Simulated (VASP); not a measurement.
Wanted: the native input for a VASP 6.6.1 run.

```yaml
Task: single point
Functional: PBEsol
Potentials_or_basis: VASP PAW PBE potentials, release 64 (C, Si, H)
Cutoff: 520 eV
k_mesh: 4 × 8 × 1
Occupations: gaussian, width 0.05 eV
Spin: no spin polarisation
Dipole_correction: yes
Further_INCAR_settings: LREAL = Auto; ALGO = Normal; EDIFF = 1e-07; NBANDS = 45
```

The structure of Si3H2C4 lies in POSCAR:

```
Si3H2C4
1.0
    6.1612406585      0.0000000000      0.0000000000
    0.0000000000      3.0806203293      0.0000000000
    0.0000000000      0.0000000000     20.0373883794
C Si H
8 6 4
Direct
    0.5000000000      0.5000000000      0.2321862369
    0.0000000000      0.5000000000      0.2321862369
    0.7500000000      0.0000000000      0.3408993827
    0.2500000000      0.0000000000      0.3408993827
   -0.0057329844      0.5000000000      0.4621924058
    0.5036562564      0.5000000000      0.4441306299
    0.3873584116      0.0000000000      0.5467955156
    0.6075790961      0.0000000000      0.5606695792
    0.2500000000      0.5000000000      0.2865428098
    0.7500000000      0.5000000000      0.2865428098
    0.5013318037      0.0000000000      0.3931163916
   -0.0031185871      0.0000000000      0.4009194755
    0.7171515862      0.5000000000      0.5128783538
    0.2717994677      0.5000000000      0.5055763200
    0.5000000000      0.2248963861      0.1983620084
    0.5000000000      0.7751036139      0.1983620084
    0.0000000000      0.7747262802      0.1982371399
    0.0000000000      0.2252737198      0.1982371399
```

One way to write it, as run:

INCAR

```
SYSTEM = Si3H2C4
PREC     = Accurate       ! precision mode
ENCUT    = 520            ! plane-wave cutoff, eV
EDIFF    = 1E-7           ! SCF threshold, eV
ISMEAR   = 0              ! smearing method
SIGMA    = 0.05           ! smearing width, eV
LREAL    = Auto         
LASPH    = .True.         ! aspherical terms in the spheres
NELM     = 80             ! most SCF steps
ALGO     = Normal         ! electronic algorithm
ISIF     = 2              ! what is computed and relaxed
LWAVE    = .False.        ! write WAVECAR
LCHARG   = .True.         ! write CHGCAR
LDIPOL   = .True.       
IDIPOL   = 3            
DIPOL    = 0.5 0.5 0.352
GGA      = PS             ! functional
LELF     = .True.         ! ELF
LVHAR    = .True.       
LVACPOTAV= .True.       
NBANDS   = 45             ! bands
```

KPOINTS

```
Automatic mesh
0
Gamma
  4 8 1
  0 0 0
```

Potentials or basis: VASP PAW PBE potentials, release 64 (C, Si, H).

Launch:

```sh
$ cat potpaw_PBE.64/C/POTCAR potpaw_PBE.64/Si/POTCAR potpaw_PBE.64/H/POTCAR > POTCAR
$ mpirun -np 1 vasp_std > vasp.out
```

Results of the run:

```yaml
Largest_force: 1.985 eV/Å
Band_gap_on_the_k_mesh: zero (bands 30 and 31 overlap by 0.52 eV)
```

Caveat: the PAW data sets were made with another functional, which shifts forces and pressure a little.

It took 5.5 min on 1 thread of AMD EPYC 9R45 96-Core Processor (Zen 5), with other jobs on the host, peak memory 0.48 GiB.
